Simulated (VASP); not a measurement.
# SiO2 (rutile type) (P4_2/mnm) in VASP: further runs

Runs on SiO2 (rutile type). Level: r2SCAN. Tasks: single point, relaxation of shape and atoms at fixed volume.

Everything below comes from runs of VASP 6.6.1. Logs are shortened: lines on timing, memory, paths and dates and some standing lists are left out, and cuts for length are marked.

## Step 1: The cell of the first run

The structure is tetragonal, space group P4_2/mnm (No. 136). Conventional cell: a = 4.185 Å, b = 4.185 Å, c = 2.669 Å, α = 90.00°, β = 90.00°, γ = 90.00°. Si (site symmetry mmm) has 6 O at 1.76 to 1.81 Å within 2.3 Å. Within 2.3 Å of O (site symmetry m2m) lie 3 Si at 1.76 to 1.81 Å and 1 O at 2.30 Å.

## Step 2: Single point, r2SCAN (7.79 Å³/atom)

POSCAR

```
SiO2
1.0
    4.1851414434      0.0000000000      0.0000000000
    0.0000000000      4.1851414434      0.0000000000
    0.0000000000      0.0000000000      2.6688663082
Si O
2 4
Direct
    0.0000000000      0.0000000000      0.0000000000
    0.5000000000      0.5000000000      0.5000000000
    0.3060968949      0.3060968949      0.0000000000
    0.6939031051      0.6939031051      0.0000000000
    0.8060968949      0.1939031051      0.5000000000
    0.1939031051      0.8060968949      0.5000000000
```

INCAR.step1

```
PREC = Accurate
ENCUT = 520
ISMEAR = -1
SIGMA = 0.08
LREAL = F
LASPH = T
NELM = 100
NBANDS = 25
GGA = PE
ALGO = Normal
EDIFF = 1E-4
LWAVE = T
LCHARG = F
```

INCAR.step2

```
PREC = Accurate
ENCUT = 520
EDIFF = 1E-6
ISMEAR = -1
SIGMA = 0.08
LREAL = F
LASPH = T
NELM = 100
ALGO = Normal
ISIF = 2
LWAVE = F
LCHARG = F
METAGGA = R2SCAN
LMIXTAU = T
NBANDS = 25
ISTART = 1
```

KPOINTS

```
regular mesh
0
Gamma
  8 8 11
```

Potentials or basis: VASP PAW PBE potentials, release 64 (Si, O).

Launch:

```console
$ cat potpaw_PBE.64/Si/POTCAR potpaw_PBE.64/O/POTCAR > POTCAR
$ cp INCAR.step1 INCAR
$ mpirun -np 1 vasp_std > vasp.out
$ cp INCAR.step2 INCAR
$ mpirun -np 1 vasp_std > vasp.out
```

OUTCAR:

```text
PREC = Accurate
   ENCUT = 520
   EDIFF = 1E-6
   ISMEAR = -1
   LREAL = F
   LASPH = T
   NELM = 100
   ISIF = 2
   METAGGA = R2SCAN
   ISTART = 1

 ion  position               nearest neighbor table
   1  0.000  0.000  0.000-   5 1.76   6 1.76   5 1.76   6 1.76   3 1.81   4 1.81
   2  0.500  0.500  0.500-   3 1.76   4 1.76   3 1.76   4 1.76   5 1.81   6 1.81
   3  0.306  0.306  0.000-   2 1.76   2 1.76   1 1.81
   4  0.694  0.694  0.000-   2 1.76   2 1.76   1 1.81
   5  0.806  0.194  0.500-   1 1.76   1 1.76   2 1.81
   6  0.194  0.806  0.500-   1 1.76   1 1.76   2 1.81

  LATTYP: Found a simple tetragonal cell.
 ALAT       =     4.1851414434
 C/A-ratio  =     0.6377003846

  Lattice vectors:

 A1 = (   4.1851414434,   0.0000000000,   0.0000000000)
 A2 = (   0.0000000000,   4.1851414434,   0.0000000000)
 A3 = (   0.0000000000,   0.0000000000,   2.6688663082)

Analysis of symmetry for initial positions (statically):
=====================================================================
 Subroutine PRICEL returns:
 Original cell was already a primitive cell.

 Routine SETGRP: Setting up the symmetry group for a
 simple tetragonal supercell.

 Subroutine GETGRP returns: Found 16 space group operations
 (whereof  8 operations were pure point group operations)
 out of a pool of 16 trial point group operations.

The static configuration has the point symmetry D_2h.
 The point group associated with its full space group is D_4h.

Analysis of symmetry for dynamics (positions and initial velocities):
=====================================================================
 Subroutine PRICEL returns:
 Original cell was already a primitive cell.

 Routine SETGRP: Setting up the symmetry group for a
 simple tetragonal supercell.

 Subroutine GETGRP returns: Found 16 space group operations
 (whereof  8 operations were pure point group operations)
 out of a pool of 16 trial point group operations.

The dynamic configuration has the point symmetry D_2h.
 The point group associated with its full space group is D_4h.

 Subroutine INISYM returns: Found 16 space group operations
 (whereof  8 operations are pure point group operations),
 and found     1 'primitive' translations

----------------------------------------------------------------------------------------

                                     Primitive cell

  volume of cell :      46.7463

  direct lattice vectors                    reciprocal lattice vectors
     4.185141443  0.000000000  0.000000000     0.238940550  0.000000000  0.000000000
     0.000000000  4.185141443  0.000000000     0.000000000  0.238940550  0.000000000
     0.000000000  0.000000000  2.668866308     0.000000000  0.000000000  0.374690930

  length of vectors
     4.185141443  4.185141443  2.668866308     0.238940550  0.238940550  0.374690930

  position of ions in fractional coordinates (direct lattice)
     0.000000000  0.000000000  0.000000000
     0.500000000  0.500000000  0.500000000
     0.306096895  0.306096895  0.000000000
     0.693903105  0.693903105  0.000000000
     0.806096895  0.193903105  0.500000000
     0.193903105  0.806096895  0.500000000

  ion indices of the primitive-cell ions
   primitive index   ion index
                 1           1
                 2           2
                 3           3
                 4           4
                 5           5
                 6           6

----------------------------------------------------------------------------------------

 KPOINTS: regular mesh

Automatic generation of k-mesh.
 Grid dimensions read from file:
 generate k-points for:    8    8   11

 Generating k-lattice:

  Cartesian coordinates                     Fractional coordinates (reciprocal lattice)
     0.029867569  0.000000000  0.000000000     0.125000000  0.000000000  0.000000000
     0.000000000  0.029867569  0.000000000     0.000000000  0.125000000  0.000000000
     0.000000000  0.000000000  0.034062812     0.000000000  0.000000000  0.090909091

  Length of vectors
     0.029867569  0.029867569  0.034062812

  Shift w.r.t. Gamma in fractional coordinates (k-lattice)
     0.000000000  0.000000000  0.000000000

 Subroutine IBZKPT returns following result:
 ===========================================

 Found     90 irreducible k-points:

 Following reciprocal coordinates:
            Coordinates               Weight
  0.000000  0.000000  0.000000      1.000000
  0.125000  0.000000  0.000000      4.000000
  0.250000  0.000000  0.000000      4.000000
  0.375000  0.000000  0.000000      4.000000
  0.500000  0.000000  0.000000      2.000000
  0.125000  0.125000  0.000000      4.000000
[... 16 lines left out ...]
  0.375000  0.125000  0.090909     16.000000
  0.500000  0.125000  0.090909      8.000000
 [... further k-points ...]
   k-points           NKPTS =     90   k-points in BZ     NKDIM =     90   number of bands    NBANDS=     25
   number of dos      NEDOS =    301   number of ions     NIONS =      6
   total plane-waves  NPLWV =  20480
   dimension x,y,z NGX =    32 NGY =   32 NGZ =   20
   dimension x,y,z NGXF=    64 NGYF=   64 NGZF=   40
   ions per type =               2   4
   NGX,Y,Z   is equivalent  to a cutoff of  12.71, 12.71, 12.46 a.u.
   NGXF,Y,Z  is equivalent  to a cutoff of  25.42, 25.42, 24.92 a.u.
 SYSTEM =  unknown system
   PREC   = accura    normal or accurate (medium, high low for compatibility)
   ISTART =      1    job   : 0-new  1-cont  2-samecut
   ICHARG =      0    charge: 1-file 2-atom 10-const
   ISPIN  =      1    spin polarized calculation?
   LNONCOLLINEAR =      F non collinear calculations
   LSORBIT =      F    spin-orbit coupling
   LASPH  =      T    aspherical Exc in radial PAW
   ENCUT  =  520.0 eV  38.22 Ry    6.18 a.u.   7.78  7.78  4.96*2*pi/ulx,y,z
   NELM   =    100;   NELMIN=  2; NELMDL=  0     # of ELM steps
   EDIFF  = 0.1E-05   stopping-criterion for ELM
   LREAL  =      F    real-space projection
   EDIFFG = 0.1E-04   stopping-criterion for IOM
   NSW    =      0    number of steps for IOM
   IBRION =     -1    ionic relax: 0-MD 1-quasi-New 2-CG
   NFREE  =      0    steps in history (QN), initial steepest desc. (CG)
   ISIF   =      2    stress and relaxation
   ISYM   =      2    0-nonsym 1-usesym 2-fastsym
   POTIM  = 0.5000    time-step for ionic-motion
   TEBEG  =    0.0;   TEEND  =   0.0 temperature during run
   PSTRESS=    0.0 pullay stress
   NELECT =      32.0000    total number of electrons
   NUPDOWN=      -1.0000    fix difference up-down
   EMIN   =  10.00;   EMAX   =-10.00  energy-range for DOS
   EFERMI =   0.00;   METHOD = LEGACY
   ISMEAR =    -1;   SIGMA  =   0.08  broadening in eV -4-tet -1-fermi 0-gaus
   EFERMI_NEDOS =   21; number of points for ismear=-14 and -15
   IALGO  =     38    algorithm
   IMIX   =      4    mixing-type and parameters
     AMIX     =   0.40;   BMIX     =  1.00
     AMIX_MAG =   1.60;   BMIX_MAG =  1.00
  volume/ion in A,a.u.               =       7.79        52.58
  Fermi-wavevector in a.u.,A,eV,Ry     =   1.442810  2.726515 28.323255  2.081701
  Thomas-Fermi vector in A             =   2.561288
   LORBIT       =      0    0 simple, 1 ext, 2 COOP (PROOUT), +10 PAW based schemes
   METAGGA = R2SCAN    functional components
   LHFCALC =     F    Hartree Fock is set to
   AEXX    =    0.0000 exact exchange contribution
   IVDW    =     0    specifies the selected vdW correction
   LEPSILON=     F    determine dielectric tensor
   LRPA    =     F    only Hartree local field effects (RPA)
 non-spin polarized calculation
  energy-cutoff  :      520.00
  volume of cell :       46.75
 maximum number of plane-waves:      1273
 NGX is ok and might be reduce to    32
   NGX = 15   NGY = 15   NGZ =  9

 number of electron      31.9999977 magnetization

 Free energy of the ion-electron system (eV)
  ---------------------------------------------------
  ext. energy  EPLUGINS =         0.00000000
  ---------------------------------------------------
  free energy    TOTEN  =       -58.78562349 eV

  energy without entropy =      -58.78562349  energy(sigma->0) =      -58.78562349

 E-fermi :   9.3086     XC(G=0): -12.8669

 val. band max:        7.7885313670   @ k =   0.0000   0.0000   0.0000
 cond. band min:      14.2973027023   @ k =   0.0000   0.0000   0.0000
 fundamental gap:      6.5087713353
 Fermi energy:         9.3086133157

 k-point     1 :       0.0000    0.0000    0.0000
  band No.  band energies     occupation
      1     -15.7434      2.00000
      2     -12.1598      2.00000
      3     -12.1598      2.00000
      4     -11.9003      2.00000
      5      -3.2431      2.00000
      6       1.2826      2.00000
[... 17 lines left out ...]
     24      23.3014      0.00000
     25      24.7722      0.00000

 k-point     2 :       0.1250    0.0000    0.0000
  band No.  band energies     occupation
      1     -15.6608      2.00000
      2     -12.5874      2.00000
      3     -12.1187      2.00000
      4     -11.6473      2.00000
      5      -3.1254      2.00000
      6       0.7974      2.00000
[... 17 lines left out ...]
     24      22.8846      0.00000
     25      24.6745      0.00000

 k-point     3 :       0.2500    0.0000    0.0000
  band No.  band energies     occupation
      1     -15.4169      2.00000
      2     -13.2214      2.00000
      3     -12.0029      2.00000
      4     -11.4963      2.00000
      5      -2.7939      2.00000
      6      -0.0413      2.00000
[... 552 lines left out ...]
 k-point    23 :       0.3750    0.1250    0.0909
  band No.  band energies     occupation
      1     -14.8522      2.00000
      2     -13.7670      2.00000
      3     -11.9327      2.00000
      4     -11.5534      2.00000
      5      -2.0492      2.00000
      6      -0.6937      2.00000
[... 17 lines left out ...]
     24      22.6456      0.00000
     25      23.4852      0.00000

 k-point    24 :       0.5000    0.1250    0.0909
  band No.  band energies     occupation
      1     -14.3504      2.00000
      2     -14.3504      2.00000
      3     -11.7295      2.00000
      4     -11.7295      2.00000
      5      -1.4095      2.00000
      6      -1.4095      2.00000
[... 17 lines left out ...]
     24      22.0354      0.00000
     25      23.7251      0.00000

 [... further k-points ...]

------------------------ aborting loop because EDIFF is reached ----------------------------------------

  FORCE on cell =-STRESS in cart. coord.  units (eV):
  Direction    XX          YY          ZZ          XY          YZ          ZX
  --------------------------------------------------------------------------------------
  -------------------------------------------------------------------------------------
  Total        0.0278872      0.0278872      0.2878236      0.0000000      0.0000000      0.0000000
  in kB        0.9558037      0.9558037      9.8648374      0.0000000      0.0000000      0.0000000
  external PRESSURE =       3.9254816 kB  Pullay stress =       0.0000000 kB

 VOLUME and BASIS-vectors are now :
 -----------------------------------------------------------------------------
  energy-cutoff  :      520.00
  volume of cell :       46.75
      direct lattice vectors                 reciprocal lattice vectors
     4.185141443  0.000000000  0.000000000     0.238940550  0.000000000  0.000000000
     0.000000000  4.185141443  0.000000000     0.000000000  0.238940550  0.000000000
     0.000000000  0.000000000  2.668866308     0.000000000  0.000000000  0.374690930

 POSITION                                       TOTAL-FORCE (eV/Angst)
 -----------------------------------------------------------------------------------
      0.00000      0.00000      0.00000         0.000000      0.000000      0.000000
      2.09257      2.09257      1.33443         0.000000      0.000000      0.000000
      1.28106      1.28106      0.00000        -0.014715     -0.014715      0.000000
      2.90408      2.90408      0.00000         0.014715      0.014715     -0.000000
      3.37363      0.81151      1.33443        -0.014715      0.014715     -0.000000
      0.81151      3.37363      1.33443         0.014715     -0.014715      0.000000
 -----------------------------------------------------------------------------------
    total drift:                                0.000000     -0.000000     -0.000000

  FREE ENERGIE OF THE ION-ELECTRON SYSTEM (eV)
  ---------------------------------------------------
  free  energy   TOTEN  =       -58.7856234873 eV

  energy  without entropy=      -58.7856234872  energy(sigma->0) =      -58.78562349
```

Run time: 89 s. Hardware: 1 thread of Intel Xeon 6975P-C (Granite Rapids), shared host; peak memory 0.21 GiB.

What came out:

* Free energy: -58.7856 eV
* Pressure: 0.4 GPa
* Largest force: 0.021 eV/Å
* Band gap on the k mesh: 6.51 eV

Forces in eV/Å, atoms in the order of the input:
```
Si   0.000  0.000  0.000
Si   0.000  0.000  0.000
O   -0.015 -0.015  0.000
O    0.015  0.015  0.000
O   -0.015  0.015  0.000
O    0.015 -0.015  0.000
```

Caveat: the PAW data sets were made with another functional, which shifts forces and pressure a little.

(Continued in part 2 of 2.)
